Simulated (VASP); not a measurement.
# YCrC4N4 (P-43m) in VASP: single point with PBE

Aim: the single point of YCrC4N4 with PBE.

Everything below comes from runs of VASP 6.6.1. Logs are shortened: lines on timing, memory, paths and dates and some standing lists are left out, and cuts for length are marked.

**1. The cell of the first run**

Symmetry: P-43m, No. 215, cubic system. Conventional cell: a = 6.310 Å, b = 6.310 Å, c = 6.310 Å, α = 90.00°, β = 90.00°, γ = 90.00°. Y (site symmetry -43m) has 4 N at 2.24 Å within 3.0 Å. Within 2.7 Å of Cr (site symmetry -43m) lie 4 C at 2.04 Å. Within 1.6 Å of C (site symmetry 3m) lie 1 N at 1.18 Å. N (site symmetry 3m) has 1 C at 1.18 Å within 1.6 Å.

**2. Single point, PBE, collinear spin, ferromagnetic start**

File INCAR:

```
PREC = Accurate ; ENCUT = 520
EDIFF = 1E-6 ; ISMEAR = 0
SIGMA = 0.02 ; LREAL = F
LASPH = T ; NELM = 150
ALGO = Normal ; ISIF = 2
LWAVE = F ; LCHARG = F
ISPIN = 2 ; MAGMOM = 0 3.06 0 0 0 0 0 0 0 0
LORBIT = 11 ; LMAXMIX = 4
GGA = PE ; NBANDS = 44
```

File KPOINTS:

```
regular mesh
0
Gamma
  4 4 4
```

File POSCAR:

```
YCrC4N4
1.0
    6.3097469473      0.0000000000      0.0000000000
    0.0000000000      6.3097469473      0.0000000000
    0.0000000000      0.0000000000      6.3097469473
Y Cr C N
1 1 4 4
Direct
    0.5000000000      0.5000000000      0.5000000000
    0.0000000000      0.0000000000      0.0000000000
    0.1865949155      0.1865949155      0.1865949155
    0.1865949155      0.8134050845      0.8134050845
    0.8134050845      0.1865949155      0.8134050845
    0.8134050845      0.8134050845      0.1865949155
    0.2948523211      0.2948523211      0.2948523211
    0.2948523211      0.7051476789      0.7051476789
    0.7051476789      0.2948523211      0.7051476789
    0.7051476789      0.7051476789      0.2948523211
```

Potentials or basis: VASP PAW PBE potentials, release 64 (Y_sv, Cr_pv, C, N).

Run with:

```console
> cat potpaw_PBE.64/Y_sv/POTCAR potpaw_PBE.64/Cr_pv/POTCAR potpaw_PBE.64/C/POTCAR potpaw_PBE.64/N/POTCAR > POTCAR
> mpirun -np 1 vasp_std > vasp.out
```

OUTCAR:

```text
PREC = Accurate
   ENCUT = 520
   EDIFF = 1E-6
   ISMEAR = 0
   LREAL = F
   LASPH = T
   NELM = 150
   ISIF = 2
   ISPIN = 2
   LORBIT = 11
   GGA = PE

 ion  position               nearest neighbor table
   1  0.500  0.500  0.500-   7 2.24   8 2.24   9 2.24  10 2.24
   2  0.000  0.000  0.000-   3 2.04   4 2.04   5 2.04   6 2.04
   3  0.187  0.187  0.187-   7 1.18   2 2.04
   4  0.187  0.813  0.813-   8 1.18   2 2.04
   5  0.813  0.187  0.813-   9 1.18   2 2.04
   6  0.813  0.813  0.187-  10 1.18   2 2.04
   7  0.295  0.295  0.295-   3 1.18   1 2.24
   8  0.295  0.705  0.705-   4 1.18   1 2.24
   9  0.705  0.295  0.705-   5 1.18   1 2.24
  10  0.705  0.705  0.295-   6 1.18   1 2.24

  LATTYP: Found a simple cubic cell.
 ALAT       =     6.3097469473

  Lattice vectors:

 A1 = (   6.3097469473,   0.0000000000,   0.0000000000)
 A2 = (   0.0000000000,   6.3097469473,   0.0000000000)
 A3 = (   0.0000000000,   0.0000000000,   6.3097469473)

Analysis of symmetry for initial positions (statically):
=====================================================================
 Subroutine PRICEL returns:
 Original cell was already a primitive cell.

 Routine SETGRP: Setting up the symmetry group for a
 simple cubic supercell.

 Subroutine GETGRP returns: Found 24 space group operations
 (whereof 24 operations were pure point group operations)
 out of a pool of 48 trial point group operations.

The static configuration has the point symmetry T_d .

Analysis of symmetry for dynamics (positions and initial velocities):
=====================================================================
 Subroutine PRICEL returns:
 Original cell was already a primitive cell.

 Routine SETGRP: Setting up the symmetry group for a
 simple cubic supercell.

 Subroutine GETGRP returns: Found 24 space group operations
 (whereof 24 operations were pure point group operations)
 out of a pool of 48 trial point group operations.

The dynamic configuration has the point symmetry T_d .

Analysis of structural, dynamic, and magnetic symmetry:
=====================================================================
 Subroutine PRICEL returns:
 Original cell was already a primitive cell.

 Routine SETGRP: Setting up the symmetry group for a
 simple cubic supercell.

 Subroutine GETGRP returns: Found 24 space group operations
 (whereof 24 operations were pure point group operations)
 out of a pool of 48 trial point group operations.

The overall configuration has the point symmetry T_d .

 Subroutine INISYM returns: Found 24 space group operations
 (whereof 24 operations are pure point group operations),
 and found     1 'primitive' translations

----------------------------------------------------------------------------------------

                                     Primitive cell

  volume of cell :     251.2094

  direct lattice vectors                    reciprocal lattice vectors
     6.309746947  0.000000000  0.000000000     0.158484961  0.000000000  0.000000000
     0.000000000  6.309746947  0.000000000     0.000000000  0.158484961  0.000000000
     0.000000000  0.000000000  6.309746947     0.000000000  0.000000000  0.158484961

  length of vectors
     6.309746947  6.309746947  6.309746947     0.158484961  0.158484961  0.158484961

  position of ions in fractional coordinates (direct lattice)
     0.500000000  0.500000000  0.500000000
     0.000000000  0.000000000  0.000000000
     0.186594916  0.186594916  0.186594916
     0.186594916  0.813405084  0.813405084
     0.813405084  0.186594916  0.813405084
     0.813405084  0.813405084  0.186594916
     0.294852321  0.294852321  0.294852321
     0.294852321  0.705147679  0.705147679
     0.705147679  0.294852321  0.705147679
     0.705147679  0.705147679  0.294852321

  ion indices of the primitive-cell ions
   primitive index   ion index
                 1           1
                 2           2
                 3           3
                 4           4
                 5           5
                 6           6
                 7           7
                 8           8
                 9           9
                10          10

----------------------------------------------------------------------------------------

 KPOINTS: regular mesh

Automatic generation of k-mesh.
 Grid dimensions read from file:
 generate k-points for:    4    4    4

 Generating k-lattice:

  Cartesian coordinates                     Fractional coordinates (reciprocal lattice)
     0.039621240  0.000000000  0.000000000     0.250000000  0.000000000  0.000000000
     0.000000000  0.039621240  0.000000000     0.000000000  0.250000000  0.000000000
     0.000000000  0.000000000  0.039621240     0.000000000  0.000000000  0.250000000

  Length of vectors
     0.039621240  0.039621240  0.039621240

  Shift w.r.t. Gamma in fractional coordinates (k-lattice)
     0.000000000  0.000000000  0.000000000

 Subroutine IBZKPT returns following result:
 ===========================================

 Found     10 irreducible k-points:

 Following reciprocal coordinates:
            Coordinates               Weight
  0.000000  0.000000  0.000000      1.000000
  0.250000  0.000000  0.000000      6.000000
  0.500000  0.000000  0.000000      3.000000
  0.250000  0.250000  0.000000     12.000000
  0.500000  0.250000  0.000000     12.000000
  0.500000  0.500000  0.000000      3.000000
  0.250000  0.250000  0.250000      8.000000
  0.500000  0.250000  0.250000     12.000000
  0.500000  0.500000  0.250000      6.000000
  0.500000  0.500000  0.500000      1.000000
   k-points           NKPTS =     10   k-points in BZ     NKDIM =     10   number of bands    NBANDS=     44
   number of dos      NEDOS =    301   number of ions     NIONS =     10
   total plane-waves  NPLWV = 110592
   dimension x,y,z NGX =    48 NGY =   48 NGZ =   48
   dimension x,y,z NGXF=    96 NGYF=   96 NGZF=   96
   ions per type =               1   1   4   4
   NGX,Y,Z   is equivalent  to a cutoff of  12.65, 12.65, 12.65 a.u.
   NGXF,Y,Z  is equivalent  to a cutoff of  25.29, 25.29, 25.29 a.u.
 SYSTEM =  unknown system
   PREC   = accura    normal or accurate (medium, high low for compatibility)
   ISTART =      0    job   : 0-new  1-cont  2-samecut
   ICHARG =      2    charge: 1-file 2-atom 10-const
   ISPIN  =      2    spin polarized calculation?
   LNONCOLLINEAR =      F non collinear calculations
   LSORBIT =      F    spin-orbit coupling
   LASPH  =      T    aspherical Exc in radial PAW
   ENCUT  =  520.0 eV  38.22 Ry    6.18 a.u.  11.73 11.73 11.73*2*pi/ulx,y,z
   NELM   =    150;   NELMIN=  2; NELMDL= -5     # of ELM steps
   EDIFF  = 0.1E-05   stopping-criterion for ELM
   LREAL  =      F    real-space projection
   EDIFFG = 0.1E-04   stopping-criterion for IOM
   NSW    =      0    number of steps for IOM
   IBRION =     -1    ionic relax: 0-MD 1-quasi-New 2-CG
   NFREE  =      0    steps in history (QN), initial steepest desc. (CG)
   ISIF   =      2    stress and relaxation
   ISYM   =      2    0-nonsym 1-usesym 2-fastsym
   POTIM  = 0.5000    time-step for ionic-motion
   TEBEG  =    0.0;   TEEND  =   0.0 temperature during run
   PSTRESS=    0.0 pullay stress
   NELECT =      59.0000    total number of electrons
   NUPDOWN=      -1.0000    fix difference up-down
   EMIN   =  10.00;   EMAX   =-10.00  energy-range for DOS
   EFERMI =   0.00;   METHOD = LEGACY
   ISMEAR =     0;   SIGMA  =   0.02  broadening in eV -4-tet -1-fermi 0-gaus
   EFERMI_NEDOS =   21; number of points for ismear=-14 and -15
   IALGO  =     38    algorithm
   IMIX   =      4    mixing-type and parameters
     AMIX     =   0.40;   BMIX     =  1.00
     AMIX_MAG =   1.60;   BMIX_MAG =  1.00
  volume/ion in A,a.u.               =      25.12       169.52
  Fermi-wavevector in a.u.,A,eV,Ry     =   1.010059  1.908735 13.880934  1.020220
  Thomas-Fermi vector in A             =   2.143026
   LORBIT       =     11    0 simple, 1 ext, 2 COOP (PROOUT), +10 PAW based schemes
   GGA     = PE    functional components
   LHFCALC =     F    Hartree Fock is set to
   AEXX    =    0.0000 exact exchange contribution
   IVDW    =     0    specifies the selected vdW correction
   LEPSILON=     F    determine dielectric tensor
   LRPA    =     F    only Hartree local field effects (RPA)
 spin polarized calculation
 Gauss-broadening in eV      SIGMA  =   0.02
  energy-cutoff  :      520.00
  volume of cell :      251.21
 maximum number of plane-waves:      6816
 NGX is ok and might be reduce to    48
   NGX = 23   NGY = 23   NGZ = 23

 number of electron      59.0000020 magnetization       5.0000168

 Free energy of the ion-electron system (eV)
  ---------------------------------------------------
  ext. energy  EPLUGINS =         0.00000000
  ---------------------------------------------------
  free energy    TOTEN  =       -86.06553283 eV

  energy without entropy =      -86.06553283  energy(sigma->0) =      -86.06553283

 E-fermi :  -0.4018     XC(G=0):  -6.5966

 val. band max:       -0.4914305111   @ k =   0.5000   0.5000   0.5000
 cond. band min:       0.3812602257   @ k =   0.5000   0.5000   0.5000
 fundamental gap:      0.8726907368
 Fermi energy:        -0.4017856371

 spin component 1

 k-point     1 :       0.0000    0.0000    0.0000
  band No.  band energies     occupation
      1     -44.2074      1.00000
      2     -44.2074      1.00000
      3     -44.2074      1.00000
      4     -43.7832      1.00000
      5     -23.8917      1.00000
      6     -23.8917      1.00000
[... 429 lines left out ...]
     40       3.6596      0.00000
     41       4.2131      0.00000
 Fermi energy:        -0.4017856371

 spin component 2

 k-point     1 :       0.0000    0.0000    0.0000
  band No.  band energies     occupation
      1     -43.7378      1.00000
      2     -40.8047      1.00000
      3     -40.8046      1.00000
      4     -40.8046      1.00000
      5     -23.8306      1.00000
      6     -23.8306      1.00000
[... 429 lines left out ...]
     40       3.8537      0.00000
     41       4.9634      0.00000
 [bands above 41 left out]

------------------------ aborting loop because EDIFF is reached ----------------------------------------

  FORCE on cell =-STRESS in cart. coord.  units (eV):
  Direction    XX          YY          ZZ          XY          YZ          ZX
  --------------------------------------------------------------------------------------
  -------------------------------------------------------------------------------------
  Total        0.4377523      0.4377523      0.4377523      0.0000000      0.0000000     -0.0000000
  in kB        2.7919216      2.7919216      2.7919216      0.0000000      0.0000000     -0.0000000
  external PRESSURE =       2.7919216 kB  Pullay stress =       0.0000000 kB

 VOLUME and BASIS-vectors are now :
 -----------------------------------------------------------------------------
  energy-cutoff  :      520.00
  volume of cell :      251.21
      direct lattice vectors                 reciprocal lattice vectors
     6.309746947  0.000000000  0.000000000     0.158484961  0.000000000  0.000000000
     0.000000000  6.309746947  0.000000000     0.000000000  0.158484961  0.000000000
     0.000000000  0.000000000  6.309746947     0.000000000  0.000000000  0.158484961

 POSITION                                       TOTAL-FORCE (eV/Angst)
 -----------------------------------------------------------------------------------
      3.15487      3.15487      3.15487        -0.000000      0.000000     -0.000000
      0.00000      0.00000      0.00000        -0.000000      0.000000     -0.000000
      1.17737      1.17737      1.17737        -0.169149     -0.169149     -0.169149
      1.17737      5.13238      5.13238        -0.169149      0.169149      0.169149
      5.13238      1.17737      5.13238         0.169149     -0.169149      0.169149
      5.13238      5.13238      1.17737         0.169149      0.169149     -0.169149
      1.86044      1.86044      1.86044         0.186161      0.186161      0.186161
      1.86044      4.44930      4.44930         0.186161     -0.186161     -0.186161
      4.44930      1.86044      4.44930        -0.186161      0.186161     -0.186161
      4.44930      4.44930      1.86044        -0.186161     -0.186161      0.186161
 -----------------------------------------------------------------------------------
    total drift:                               -0.000000     -0.000000     -0.000000

  FREE ENERGIE OF THE ION-ELECTRON SYSTEM (eV)
  ---------------------------------------------------
  free  energy   TOTEN  =       -86.0655328318 eV

  energy  without entropy=      -86.0655328318  energy(sigma->0) =      -86.06553283

 total charge

# of ion       s       p       d       f       tot
--------------------------------------------------
    1        2.187   6.405   0.935   0.100   9.626
    2        0.308   6.361   4.069   0.000  10.739
    3        0.969   1.575   0.000   0.000   2.544
    4        0.969   1.575   0.000   0.000   2.544
    5        0.969   1.575   0.000   0.000   2.544
    6        0.969   1.575   0.000   0.000   2.544
    7        1.300   2.618   0.000   0.000   3.919
    8        1.300   2.618   0.000   0.000   3.919
    9        1.300   2.618   0.000   0.000   3.919
   10        1.300   2.618   0.000   0.000   3.919
--------------------------------------------------
tot         11.573  29.540   5.004   0.100  46.216

 magnetization (x)

# of ion       s       p       d       f       tot
--------------------------------------------------
    1       -0.000   0.016   0.078   0.004   0.097
    2        0.027   0.116   3.281   0.000   3.424
    3       -0.009  -0.005   0.000   0.000  -0.014
    4       -0.009  -0.005   0.000   0.000  -0.014
    5       -0.009  -0.005   0.000   0.000  -0.014
    6       -0.009  -0.005   0.000   0.000  -0.014
    7        0.003   0.093   0.000   0.000   0.096
    8        0.003   0.093   0.000   0.000   0.096
    9        0.003   0.093   0.000   0.000   0.096
   10        0.003   0.093   0.000   0.000   0.096
--------------------------------------------------
tot          0.003   0.485   3.359   0.004   3.851
```

Wall time 14 min (1 thread of Oxide Virtual Turin-like, shared host); peak memory 0.48 GiB.

What came out:

* Free energy: -86.0655 eV
* Pressure: 0.3 GPa
* Largest force: 0.322 eV/Å
* Band gap on the k mesh: 0.87 eV, direct
* Net moment: 5.00 μB per cell
* Site moments: Y +0.10; Cr +3.42; C -0.01; N +0.10 μB
* Valence electrons inside the program's atomic spheres: Y 9.63; Cr 10.74; C 2.54; N 3.92

Forces in eV/Å, atoms in the order of the input:
```
Y    0.000  0.000  0.000
Cr   0.000  0.000  0.000
C   -0.169 -0.169 -0.169
C   -0.169  0.169  0.169
C    0.169 -0.169  0.169
C    0.169  0.169 -0.169
N    0.186  0.186  0.186
N    0.186 -0.186 -0.186
N   -0.186  0.186 -0.186
N   -0.186 -0.186  0.186
```

Levels at points of the mesh, in eV from the valence-band top:
Spin up:
| k point | band 28 | band 29 | band 30 | band 31 | band 32 | band 33 | band 34 | band 35 | band 36 | band 37 |
| --- | --- | --- | --- | --- | --- | --- | --- | --- | --- | --- |
| (0.00, 0.00, 0.00) | -1.13 | -1.13 | -0.15 | -0.15 | -0.15 | 2.09 | 2.09 | 2.53 | 2.53 | 2.53 |
| (0.50, 0.00, 0.00) | -1.06 | -0.96 | -0.26 | -0.08 | -0.08 | 1.90 | 2.11 | 2.72 | 2.72 | 2.74 |
| (0.50, 0.50, 0.00) | -1.04 | -0.98 | -0.19 | 0.00 | 0.00 | 1.85 | 2.17 | 2.75 | 2.75 | 2.85 |
| (0.50, 0.50, 0.50) | -1.13 | -1.13 | 0.00 | 0.00 | 0.00 | 2.09 | 2.09 | 2.82 | 2.82 | 2.82 |
Spin down:
| k point | band 24 | band 25 | band 26 | band 27 | band 28 | band 29 | band 30 | band 31 |
| --- | --- | --- | --- | --- | --- | --- | --- | --- |
| (0.00, 0.00, 0.00) | -4.16 | -4.08 | -4.08 | -4.08 | 0.87 | 0.87 | 1.33 | 1.33 |
| (0.50, 0.00, 0.00) | -4.22 | -4.22 | -4.11 | -4.11 | 1.09 | 1.21 | 1.53 | 1.62 |
| (0.50, 0.50, 0.00) | -4.28 | -4.21 | -4.13 | -4.13 | 1.16 | 1.22 | 1.53 | 1.91 |
| (0.50, 0.50, 0.50) | -4.18 | -4.06 | -4.06 | -4.06 | 0.87 | 0.87 | 1.76 | 1.76 |

Caveat: a cell with one magnetic atom can't hold antiferromagnetic order, which such compounds often take.
